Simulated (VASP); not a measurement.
# Ag (R-3m) in VASP: single point with r2SCAN

Aim: the single point of Ag with r2SCAN.

Everything below comes from runs of VASP 6.6.1. Logs are shortened: lines on timing, memory, paths and dates and some standing lists are left out, and cuts for length are marked.

**1. The cell of the first run**

The structure is trigonal, space group R-3m (No. 166). Conventional cell: a = 2.938 Å, b = 2.938 Å, c = 6.987 Å, α = 90.00°, β = 90.00°, γ = 120.00°. Ag (site symmetry -3m) has 12 Ag at 2.88 to 2.94 Å within 3.8 Å.

**2. Single point, r2SCAN**

Input file POSCAR:

```
Ag
1.0
    1.4691618410      0.8482209844      4.6582593498
   -1.4691618410      0.8482209844      4.6582593498
    0.0000000000     -1.6964419687      4.6582593498
Ag
2
Direct
    0.2499752897      0.2499752897      0.2499752897
    0.7500247103      0.7500247103      0.7500247103
```

Input file INCAR.step1:

```
SYSTEM = Ag
PREC     = Accurate       ! precision mode
ENCUT    = 520            ! plane-wave cutoff, eV
ISMEAR   = 0              ! smearing method
SIGMA    = 0.1            ! smearing width, eV
LREAL    = .FALSE.        ! projectors in reciprocal space
LASPH    = .TRUE.         ! aspherical terms in the spheres
NELM     = 80             ! most SCF steps
NBANDS   = 18             ! bands
GGA      = PE             ! functional
ALGO     = Normal         ! electronic algorithm
EDIFF    = 1E-4           ! SCF threshold, eV
LWAVE    = .TRUE.         ! write WAVECAR
LCHARG   = .FALSE.        ! write CHGCAR
```

Input file INCAR.step2:

```
SYSTEM = Ag
PREC     = Accurate       ! precision mode
ENCUT    = 520            ! plane-wave cutoff, eV
EDIFF    = 1E-6           ! SCF threshold, eV
ISMEAR   = 0              ! smearing method
SIGMA    = 0.1            ! smearing width, eV
LREAL    = .FALSE.        ! projectors in reciprocal space
LASPH    = .TRUE.         ! aspherical terms in the spheres
NELM     = 80             ! most SCF steps
ALGO     = Normal         ! electronic algorithm
ISIF     = 2              ! what is computed and relaxed
LWAVE    = .FALSE.        ! write WAVECAR
LCHARG   = .FALSE.        ! write CHGCAR
METAGGA  = R2SCAN         ! meta-GGA
LMIXTAU  = .TRUE.       
NBANDS   = 18             ! bands
ISTART   = 1
```

Input file KPOINTS:

```
regular mesh
0
G
  6 6 6
  0 0 0
```

Potentials or basis: VASP PAW PBE potentials, release 64 (Ag).

Command:

```bash
$ cat potpaw_PBE.64/Ag/POTCAR > POTCAR
$ cp INCAR.step1 INCAR
$ mpirun -np 1 vasp_std > vasp.out
$ cp INCAR.step2 INCAR
$ mpirun -np 1 vasp_std > vasp.out
```

OUTCAR:

```text
SYSTEM = Ag
   PREC = Accurate
   ENCUT = 520
   EDIFF = 1E-6
   ISMEAR = 0
   LREAL = .FALSE.
   LASPH = .TRUE.
   NELM = 80
   ISIF = 2
   METAGGA = R2SCAN
   ISTART = 1

 ion  position               nearest neighbor table
   1  0.250  0.250  0.250-   2 2.88   2 2.88   2 2.88   2 2.88   2 2.88   2 2.88
   2  0.750  0.750  0.750-   1 2.88   1 2.88   1 2.88   1 2.88   1 2.88   1 2.88

  LATTYP: Found a trigonal (rhomboedric) cell.
 ALAT       =     4.9575493465
 COS(alpha) =     0.8243552458

  Lattice vectors:

 A1 = (   1.4691618410,   0.8482209844,   4.6582593498)
 A2 = (  -1.4691618410,   0.8482209844,   4.6582593498)
 A3 = (   0.0000000000,  -1.6964419687,   4.6582593498)

Analysis of symmetry for initial positions (statically):
=====================================================================
 Subroutine PRICEL returns:
 Original cell was already a primitive cell.

 Routine SETGRP: Setting up the symmetry group for a
 trigonal (rhombohedral) supercell.

 Subroutine GETGRP returns: Found 12 space group operations
 (whereof 12 operations were pure point group operations)
 out of a pool of 12 trial point group operations.

The static configuration has the point symmetry D_3d.

Analysis of symmetry for dynamics (positions and initial velocities):
=====================================================================
 Subroutine PRICEL returns:
 Original cell was already a primitive cell.

 Routine SETGRP: Setting up the symmetry group for a
 trigonal (rhombohedral) supercell.

 Subroutine GETGRP returns: Found 12 space group operations
 (whereof 12 operations were pure point group operations)
 out of a pool of 12 trial point group operations.

The dynamic configuration has the point symmetry D_3d.

 Subroutine INISYM returns: Found 12 space group operations
 (whereof 12 operations are pure point group operations),
 and found     1 'primitive' translations

----------------------------------------------------------------------------------------

                                     Primitive cell

  volume of cell :      34.8300

  direct lattice vectors                    reciprocal lattice vectors
     1.469161841  0.848220984  4.658259350     0.340330103  0.196489676  0.071557487
    -1.469161841  0.848220984  4.658259350    -0.340330103  0.196489676  0.071557487
     0.000000000 -1.696441969  4.658259350     0.000000000 -0.392979353  0.071557487

  length of vectors
     4.957549347  4.957549347  4.957549347     0.399441167  0.399441167  0.399441167

  position of ions in fractional coordinates (direct lattice)
     0.249975290  0.249975290  0.249975290
     0.750024710  0.750024710  0.750024710

  ion indices of the primitive-cell ions
   primitive index   ion index
                 1           1
                 2           2

----------------------------------------------------------------------------------------

 KPOINTS: regular mesh

Automatic generation of k-mesh.
 Grid dimensions read from file:
 generate k-points for:    6    6    6

 Generating k-lattice:

  Cartesian coordinates                     Fractional coordinates (reciprocal lattice)
     0.056721684  0.032748279  0.011926248     0.166666667  0.000000000  0.000000000
    -0.056721684  0.032748279  0.011926248     0.000000000  0.166666667  0.000000000
     0.000000000 -0.065496559  0.011926248     0.000000000  0.000000000  0.166666667

  Length of vectors
     0.066573528  0.066573528  0.066573528

  Shift w.r.t. Gamma in fractional coordinates (k-lattice)
     0.000000000  0.000000000  0.000000000

 Subroutine IBZKPT returns following result:
 ===========================================

 Found     32 irreducible k-points:

 Following reciprocal coordinates:
            Coordinates               Weight
  0.000000  0.000000  0.000000      1.000000
  0.166667 -0.000000  0.000000      6.000000
  0.333333 -0.000000  0.000000      6.000000
  0.500000  0.000000  0.000000      3.000000
  0.166667  0.166667  0.000000      6.000000
  0.333333  0.166667  0.000000     12.000000
[... 16 lines left out ...]
  0.500000  0.500000  0.166667      6.000000
 -0.333333  0.500000  0.166667     12.000000
 [... further k-points ...]
   k-points           NKPTS =     32   k-points in BZ     NKDIM =     32   number of bands    NBANDS=     18
   number of dos      NEDOS =    301   number of ions     NIONS =      2
   total plane-waves  NPLWV =  64000
   dimension x,y,z NGX =    40 NGY =   40 NGZ =   40
   dimension x,y,z NGXF=    80 NGYF=   80 NGZF=   80
   ions per type =               2
   NGX,Y,Z   is equivalent  to a cutoff of  13.41, 13.41, 13.41 a.u.
   NGXF,Y,Z  is equivalent  to a cutoff of  26.83, 26.83, 26.83 a.u.
 SYSTEM =  Ag
   PREC   = accura    normal or accurate (medium, high low for compatibility)
   ISTART =      1    job   : 0-new  1-cont  2-samecut
   ICHARG =      0    charge: 1-file 2-atom 10-const
   ISPIN  =      1    spin polarized calculation?
   LNONCOLLINEAR =      F non collinear calculations
   LSORBIT =      F    spin-orbit coupling
   LASPH  =      T    aspherical Exc in radial PAW
   ENCUT  =  520.0 eV  38.22 Ry    6.18 a.u.   9.22  9.22  9.22*2*pi/ulx,y,z
   NELM   =     80;   NELMIN=  2; NELMDL=  0     # of ELM steps
   EDIFF  = 0.1E-05   stopping-criterion for ELM
   LREAL  =      F    real-space projection
   EDIFFG = 0.1E-04   stopping-criterion for IOM
   NSW    =      0    number of steps for IOM
   IBRION =     -1    ionic relax: 0-MD 1-quasi-New 2-CG
   NFREE  =      0    steps in history (QN), initial steepest desc. (CG)
   ISIF   =      2    stress and relaxation
   ISYM   =      2    0-nonsym 1-usesym 2-fastsym
   POTIM  = 0.5000    time-step for ionic-motion
   TEBEG  =    0.0;   TEEND  =   0.0 temperature during run
   PSTRESS=    0.0 pullay stress
   NELECT =      22.0000    total number of electrons
   NUPDOWN=      -1.0000    fix difference up-down
   EMIN   =  10.00;   EMAX   =-10.00  energy-range for DOS
   EFERMI =   0.00;   METHOD = LEGACY
   ISMEAR =     0;   SIGMA  =   0.10  broadening in eV -4-tet -1-fermi 0-gaus
   EFERMI_NEDOS =   21; number of points for ismear=-14 and -15
   IALGO  =     38    algorithm
   IMIX   =      4    mixing-type and parameters
     AMIX     =   0.40;   BMIX     =  1.00
     AMIX_MAG =   1.60;   BMIX_MAG =  1.00
  volume/ion in A,a.u.               =      17.42       117.52
  Fermi-wavevector in a.u.,A,eV,Ry     =   1.404638  2.654382 26.844417  1.973009
  Thomas-Fermi vector in A             =   2.527180
   LORBIT       =      0    0 simple, 1 ext, 2 COOP (PROOUT), +10 PAW based schemes
   METAGGA = R2SCAN    functional components
   LHFCALC =     F    Hartree Fock is set to
   AEXX    =    0.0000 exact exchange contribution
   IVDW    =     0    specifies the selected vdW correction
   LEPSILON=     F    determine dielectric tensor
   LRPA    =     F    only Hartree local field effects (RPA)
 non-spin polarized calculation
 Gauss-broadening in eV      SIGMA  =   0.10
  energy-cutoff  :      520.00
  volume of cell :       34.83
 maximum number of plane-waves:       966
 NGX is ok and might be reduce to    40
   NGX = 19   NGY = 19   NGZ = 19

 number of electron      22.0000003 magnetization

 Free energy of the ion-electron system (eV)
  ---------------------------------------------------
  ext. energy  EPLUGINS =         0.00000000
  ---------------------------------------------------
  free energy    TOTEN  =       -42.64643796 eV

  energy without entropy =      -42.64320184  energy(sigma->0) =      -42.64481990

 E-fermi :   7.9832     XC(G=0): -12.8162

 val. band max:        7.8051621986   @ k =   0.5000   0.1667   0.0000
 cond. band min:       8.0142120739   @ k =   0.5000   0.3333   0.1667
 fundamental gap:      0.2090498753
 Fermi energy:         7.9831931466

 k-point     1 :       0.0000    0.0000    0.0000
  band No.  band energies     occupation
      1       0.3479      2.00000
      2       1.5710      2.00000
      3       3.0170      2.00000
      4       3.0170      2.00000
      5       3.0420      2.00000
      6       3.0420      2.00000
[... 10 lines left out ...]
     17      26.0403      0.00000
     18      27.9935      0.00000

 k-point     2 :       0.1667   -0.0000    0.0000
  band No.  band energies     occupation
      1       1.0930      2.00000
      2       1.9798      2.00000
      3       2.8226      2.00000
      4       2.8293      2.00000
      5       3.2254      2.00000
      6       3.3858      2.00000
[... 10 lines left out ...]
     17      24.6875      0.00000
     18      25.3962      0.00000

 k-point     3 :       0.3333   -0.0000    0.0000
  band No.  band energies     occupation
      1       2.1300      2.00000
      2       2.1979      2.00000
      3       2.7231      2.00000
      4       2.7745      2.00000
      5       3.3169      2.00000
      6       3.3202      2.00000
[... 10 lines left out ...]
     17      23.6088      0.00000
     18      24.3625      0.00000

 k-point     4 :       0.5000    0.0000    0.0000
  band No.  band energies     occupation
      1       2.0731      2.00000
      2       2.0740      2.00000
      3       2.5760      2.00000
      4       2.5781      2.00000
      5       3.5552      2.00000
      6       3.5557      2.00000
[... 375 lines left out ...]
      4       2.8689      2.00000
      5       3.5159      2.00000
      6       3.7123      2.00000
[... 10 lines left out ...]
     17      20.7517      0.00000
     18      25.6733      0.00000

 k-point    23 :       0.5000    0.5000    0.1667
  band No.  band energies     occupation
      1       1.7940      2.00000
      2       1.8183      2.00000
      3       1.8706      2.00000
      4       3.1302      2.00000
      5       3.2210      2.00000
      6       4.1994      2.00000
[... 10 lines left out ...]
     17      24.1196      0.00000
     18      25.1860      0.00000

 k-point    24 :      -0.3333    0.5000    0.1667
  band No.  band energies     occupation
      1       1.7705      2.00000
      2       1.9177      2.00000
      3       2.0578      2.00000
      4       2.8111      2.00000
      5       3.5283      2.00000
      6       3.7613      2.00000
[... 10 lines left out ...]
     17      21.9763      0.00000
     18      24.1891      0.00000

 [... further k-points ...]

------------------------ aborting loop because EDIFF is reached ----------------------------------------

  FORCE on cell =-STRESS in cart. coord.  units (eV):
  Direction    XX          YY          ZZ          XY          YZ          ZX
  --------------------------------------------------------------------------------------
  -------------------------------------------------------------------------------------
  Total        0.0052336      0.0052336      0.0251971      0.0000000      0.0000000      0.0000000
  in kB        0.2407458      0.2407458      1.1590631      0.0000000      0.0000000      0.0000000
  external PRESSURE =       0.5468516 kB  Pullay stress =       0.0000000 kB

 VOLUME and BASIS-vectors are now :
 -----------------------------------------------------------------------------
  energy-cutoff  :      520.00
  volume of cell :       34.83
      direct lattice vectors                 reciprocal lattice vectors
     1.469161841  0.848220984  4.658259350     0.340330103  0.196489676  0.071557487
    -1.469161841  0.848220984  4.658259350    -0.340330103  0.196489676  0.071557487
     0.000000000 -1.696441969  4.658259350     0.000000000 -0.392979353  0.071557487

 POSITION                                       TOTAL-FORCE (eV/Angst)
 -----------------------------------------------------------------------------------
      0.00000      0.00000      3.49335         0.000000      0.000000      0.004229
      0.00000      0.00000     10.48143         0.000000     -0.000000     -0.004229
 -----------------------------------------------------------------------------------
    total drift:                                0.000000     -0.000000      0.000000

  FREE ENERGIE OF THE ION-ELECTRON SYSTEM (eV)
  ---------------------------------------------------
  free  energy   TOTEN  =       -42.6464379582 eV

  energy  without entropy=      -42.6432018366  energy(sigma->0) =      -42.64481990
```

It took 2.3 min on 1 thread of Intel Xeon Platinum 8375C at 2.90GHz (Ice Lake), shared host; peak memory 0.25 GiB.

What came out:

```yaml
Free_energy: -42.6464 eV
Pressure: 0.1 GPa
Largest_force: 0.004 eV/Å
Band_gap_on_the_k_mesh: zero (bands 11 and 12 overlap by 7.19 eV)
```

Forces on the atoms (eV/Å):
```
Ag   0.000  0.000  0.004
Ag   0.000  0.000 -0.004
```

Levels at points of the mesh, in eV from the Fermi level:
```
           k point  band 7  band 8  band 9  band 10  band 11  band 12  band 13  band 14  band 15  band 16
(0.00, 0.00, 0.00)   -4.77   -3.88   -3.88    -3.06    -3.06     0.12     4.17    15.73    16.73    18.06
(0.50, 0.00, 0.00)   -4.12   -4.12   -3.10    -3.10     1.09     1.09     6.50     6.51    11.88    11.89
(0.50, 0.50, 0.00)   -3.15   -3.06   -2.90    -2.88    -0.18     1.92     3.62     6.98    10.82    11.56
(0.50, 0.50, 0.50)   -4.49   -4.49   -3.82    -3.82    -3.81    -3.81    12.21    12.21    17.17    17.18
```

Caveat: the k points lie up to 0.42 Å⁻¹ apart, too coarse for converged energies and pressures of a metal; the PAW data sets were made with another functional, which shifts forces and pressure a little.
